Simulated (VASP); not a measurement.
# WSe2 in VASP: relaxation of the atoms with PBE+D3(BJ)

Aim: the relaxation of the atoms of WSe2 with PBE+D3(BJ).

Everything below comes from runs of VASP 6.6.1. Logs are shortened: lines on timing, memory, paths and dates and some standing lists are left out, and cuts for length are marked.

## (1) The cell of the first run

The cell holds a sheet with vacuum, 6 atoms: a = 3.282 Å, b = 3.282 Å, c = 27.830 Å, α = 90.00°, β = 90.00°, γ = 120.00°.

## (2) Relaxation of the atoms, PBE+D3(BJ)

Contents of INCAR:

```
ALGO = Normal ; DIPOL = 0.5 0.5 0.500
EDIFF = 1E-7 ; EDIFFG = -0.008
ENCUT = 520 ; GGA = PE
IBRION = 2 ; IDIPOL = 3
ISIF = 2 ; ISMEAR = 0
IVDW = 12 ; LASPH = T
LCHARG = F ; LDIPOL = T
LREAL = F ; LWAVE = F
NELM = 60 ; NSW = 100
PREC = Accurate ; SIGMA = 0.02
```

Contents of KPOINTS:

```
k-points
0
Gamma
  9 9 1
```

Contents of POSCAR:

```
WSe2
1.0
    3.2820000000      0.0000000000      0.0000000000
   -1.6410000000      2.8422953752      0.0000000000
    0.0000000000      0.0000000000     27.8300000000
Se W
4 2
Direct
    0.6666666667      0.3333333333      0.3233920230
    0.6666666667      0.3333333333      0.4437657204
    0.3333333333      0.6666666667      0.5562342796
    0.3333333333      0.6666666667      0.6766079770
    0.3333333333      0.6666666667      0.3835788717
    0.6666666667      0.3333333333      0.6164211283
```

Potentials or basis: VASP PAW PBE potentials, release 64 (Se, W_sv).

Run with:

```console
$ cat potpaw_PBE.64/Se/POTCAR potpaw_PBE.64/W_sv/POTCAR > POTCAR
$ mpirun -np 1 vasp_std > vasp.out
```

OUTCAR:

```text
EDIFF = 1E-7
   EDIFFG = -0.008
   ENCUT = 520
   GGA = PE
   IBRION = 2
   ISIF = 2
   ISMEAR = 0
   IVDW = 12
   LASPH = T
   LREAL = F
   NELM = 60
   NSW = 100
   PREC = Accurate
 IVDW          = 12

 ion  position               nearest neighbor table
   1  0.667  0.333  0.323-   5 2.53   5 2.53   5 2.53
   2  0.667  0.333  0.444-   5 2.53   5 2.53   5 2.53
   3  0.333  0.667  0.556-   6 2.53   6 2.53   6 2.53
   4  0.333  0.667  0.677-   6 2.53   6 2.53   6 2.53
   5  0.333  0.667  0.384-   2 2.53   1 2.53   2 2.53   1 2.53   2 2.53   1 2.53
   6  0.667  0.333  0.616-   3 2.53   4 2.53   3 2.53   4 2.53   3 2.53   4 2.53

  LATTYP: Found a hexagonal cell.
 ALAT       =     3.2820000000
 C/A-ratio  =     8.4795856185

  Lattice vectors:

 A1 = (   3.2820000000,   0.0000000000,   0.0000000000)
 A2 = (  -1.6410000000,   2.8422953752,   0.0000000000)
 A3 = (   0.0000000000,   0.0000000000,  27.8300000000)

Analysis of symmetry for initial positions (statically):
=====================================================================
 Subroutine PRICEL returns:
 Original cell was already a primitive cell.

 Routine SETGRP: Setting up the symmetry group for a
 hexagonal supercell.

 Subroutine GETGRP returns: Found 12 space group operations
 (whereof 12 operations were pure point group operations)
 out of a pool of 24 trial point group operations.

The static configuration has the point symmetry D_3d.

Analysis of symmetry for dynamics (positions and initial velocities):
=====================================================================
 Subroutine PRICEL returns:
 Original cell was already a primitive cell.

 Routine SETGRP: Setting up the symmetry group for a
 hexagonal supercell.

 Subroutine GETGRP returns: Found 12 space group operations
 (whereof 12 operations were pure point group operations)
 out of a pool of 24 trial point group operations.

The dynamic configuration has the point symmetry D_3d.

 Subroutine INISYM returns: Found 12 space group operations
 (whereof 12 operations are pure point group operations),
 and found     1 'primitive' translations

----------------------------------------------------------------------------------------

                                     Primitive cell

  volume of cell :     259.6097

  direct lattice vectors                    reciprocal lattice vectors
     3.282000000  0.000000000  0.000000000     0.304692261  0.175914159  0.000000000
[... 105 lines left out ...]
   LORBIT       =      0    0 simple, 1 ext, 2 COOP (PROOUT), +10 PAW based schemes
   GGA     = PE    functional components
   LHFCALC =     F    Hartree Fock is set to
   AEXX    =    0.0000 exact exchange contribution
   IVDW    =    12    specifies the selected vdW correction
   LEPSILON=     F    determine dielectric tensor
   LRPA    =     F    only Hartree local field effects (RPA)
 conjugate gradient relaxation of ions
 non-spin polarized calculation
 Gauss-broadening in eV      SIGMA  =   0.02
  energy-cutoff  :      520.00
  volume of cell :      259.61
 maximum number of plane-waves:      7062
   NGX = 13   NGY = 13   NGZ =103

--------------------------------------- Ionic step        1  -------------------------------------------

 number of electron      51.9999989 magnetization

 Free energy of the ion-electron system (eV)
  ---------------------------------------------------
  ext. energy  EPLUGINS =         0.00000000
  ---------------------------------------------------
  free energy    TOTEN  =       -43.16155214 eV

  energy without entropy =      -43.16155214  energy(sigma->0) =      -43.16155214

------------------------ aborting loop because EDIFF is reached ----------------------------------------

 Edisp (eV)   -2.40736

 E8    (eV) :    -1.1077
[... 117 lines left out ...]
  FREE ENERGIE OF THE ION-ELECTRON SYSTEM (eV)
  ---------------------------------------------------
  free  energy   TOTEN  =       -45.5754096829 eV

  energy  without entropy=      -45.5754096829  energy(sigma->0) =      -45.57540968

[... ionic steps 4 to 15 ...]

--------------------------------------- Ionic step       16  -------------------------------------------

 number of electron      51.9999996 magnetization

------------------------ aborting loop because EDIFF is reached ----------------------------------------
[... 39 lines left out ...]
--------------------------------------- Ionic step       17  -------------------------------------------

 number of electron      51.9999996 magnetization

 dipolmoment           0.000000      0.000000      0.000000 electrons x Angstroem

------------------------ aborting loop because EDIFF is reached ----------------------------------------

 Edisp (eV)   -2.42060

 E8    (eV) :    -1.1137
[... 35 lines left out ...]
--------------------------------------- Ionic step       18  -------------------------------------------

 number of electron      51.9999996 magnetization

 dipolmoment           0.000000      0.000000     -0.000000 electrons x Angstroem

 Free energy of the ion-electron system (eV)
  ---------------------------------------------------
  ext. energy  EPLUGINS =         0.00000000
  ---------------------------------------------------
  free energy    TOTEN  =       -43.15629955 eV

  energy without entropy =      -43.15629955  energy(sigma->0) =      -43.15629955

 E-fermi :   0.4375     XC(G=0):  -5.4006

 val. band max:        0.2386895762   @ k =   0.0000   0.0000   0.0000
 cond. band min:       1.6105359743   @ k =   0.2222   0.1111   0.0000
 fundamental gap:      1.3718463981
 Fermi energy:         0.4375417354

 k-point     1 :       0.0000    0.0000    0.0000
  band No.  band energies     occupation
      1     -73.9274      2.00000
      2     -73.9273      2.00000
      3     -38.1745      2.00000
      4     -38.1745      2.00000
      5     -38.0378      2.00000
      6     -38.0378      2.00000
[... 397 lines left out ...]
     30       3.1696      0.00000
     31       3.5653      0.00000

------------------------ aborting loop because EDIFF is reached ----------------------------------------

 vacuum level on the upper side and lower side of the slab       (xc-potential included)        -0.009        -0.009

 Edisp (eV)   -2.42042

 E8    (eV) :    -1.1136

  FORCE on cell =-STRESS in cart. coord.  units (eV):
  Direction    XX          YY          ZZ          XY          YZ          ZX
  --------------------------------------------------------------------------------------
  -------------------------------------------------------------------------------------
  Total       0.10308     0.10308    -0.03217    -0.00000     0.00000     0.00000
  in kB       0.63616     0.63616    -0.19853    -0.00000     0.00000     0.00000
  external pressure =        0.36 kB  Pullay stress =        0.00 kB
[... 21 lines left out ...]
  FREE ENERGIE OF THE ION-ELECTRON SYSTEM (eV)
  ---------------------------------------------------
  free  energy   TOTEN  =       -45.5767217023 eV

  energy  without entropy=      -45.5767217023  energy(sigma->0) =      -45.57672170

 reached required accuracy - stopping structural energy minimisation

 vacuum level on the upper side and lower side of the slab         5.157         5.157
```

OSZICAR:

```text
N       E                     dE             d eps       ncg     rms          rms(c)
DAV:   1     0.467941988723E+03    0.46794E+03   -0.26991E+04   920   0.143E+03
DAV:   2    -0.923384189142E+01   -0.47718E+03   -0.46858E+03   977   0.337E+02
DAV:   3    -0.439608642923E+02   -0.34727E+02   -0.34466E+02   922   0.869E+01
[... 168 lines left out ...]
DAV:   2    -0.431563004184E+02   -0.20937E-04   -0.24454E-04   744   0.979E-02    0.719E-03
DAV:   3    -0.431562998714E+02    0.54692E-06   -0.53087E-06   921   0.191E-02    0.438E-03
DAV:   4    -0.431562997009E+02    0.17056E-06   -0.13068E-06   852   0.647E-03    0.184E-03
DAV:   5    -0.431562995940E+02    0.10688E-06   -0.54261E-07   797   0.473E-03    0.742E-04
DAV:   6    -0.431562995506E+02    0.43372E-07   -0.58635E-08   484   0.188E-03
  18 F= -.45576722E+02 E0= -.45576722E+02  d E =-.122964E-04
```

Run time: 32 min. Hardware: 1 thread of Oxide Virtual Turin-like, shared host; peak memory 0.37 GiB.

What came out:

```
Free energy                : -45.5767 eV
Energy gained by relaxing  : 1.3 meV/atom
Ionic steps                : 18
Band gap on the k mesh     : 1.37 eV (least direct gap 1.63 eV)
Dispersion energy per atom : -0.403 eV
```

Forces in eV/Å, atoms in the order of the input:
```
Se   0.000  0.000  0.001
Se   0.000  0.000  0.001
Se   0.000  0.000 -0.001
Se   0.000  0.000 -0.001
W    0.000  0.000 -0.003
W    0.000  0.000  0.003
```

Step by step:
```tsv
step	energy change (eV)	largest force (eV/Å)	pressure (GPa)
1	0.0000	0.2560	0.53
2	-0.0064	0.0467	0.04
3	-0.0065	0.0177	-0.04
4	-0.0065	0.0183	-0.03
5	-0.0065	0.0193	-0.03
6	-0.0066	0.0554	-0.02
7	-0.0066	0.0550	-0.02
8	-0.0066	0.0537	-0.02
9	-0.0067	0.0521	-0.02
10	-0.0068	0.0468	-0.02
11	-0.0071	0.0373	-0.02
12	-0.0074	0.0181	-0.02
13	-0.0077	0.0338	-0.02
14	-0.0078	0.0279	0.04
15	-0.0078	0.0140	0.02
16	-0.0078	0.0137	0.02
17	-0.0078	0.0096	0.05
18	-0.0078	0.0030	0.04
```

Final structure:
```cif
data_structure
_symmetry_space_group_name_H-M 'P 1'
_symmetry_Int_Tables_number 1
_cell_length_a 3.2820
_cell_length_b 3.2820
_cell_length_c 27.8300
_cell_angle_alpha 90.000
_cell_angle_beta 90.000
_cell_angle_gamma 120.000
_cell_volume 259.61
loop_
_atom_site_label
_atom_site_type_symbol
_atom_site_fract_x
_atom_site_fract_y
_atom_site_fract_z
_atom_site_occupancy
Se1 Se 0.66667 0.33333 0.32421 1
Se2 Se 0.66667 0.33333 0.44549 1
Se3 Se 0.33333 0.66667 0.55451 1
Se4 Se 0.33333 0.66667 0.67579 1
W1 W 0.33333 0.66667 0.38487 1
W2 W 0.66667 0.33333 0.61513 1
```

Levels at points of the mesh, in eV from the valence-band top:
```tsv
k point	band 23	band 24	band 25	band 26	band 27	band 28	band 29	band 30
(0.00, 0.00, 0.00)	-1.27	-1.27	-0.74	0.00	2.82	2.82	2.87	2.87
```

Caveat: spin-orbit coupling is left out, which moves the levels of the heavy elements.
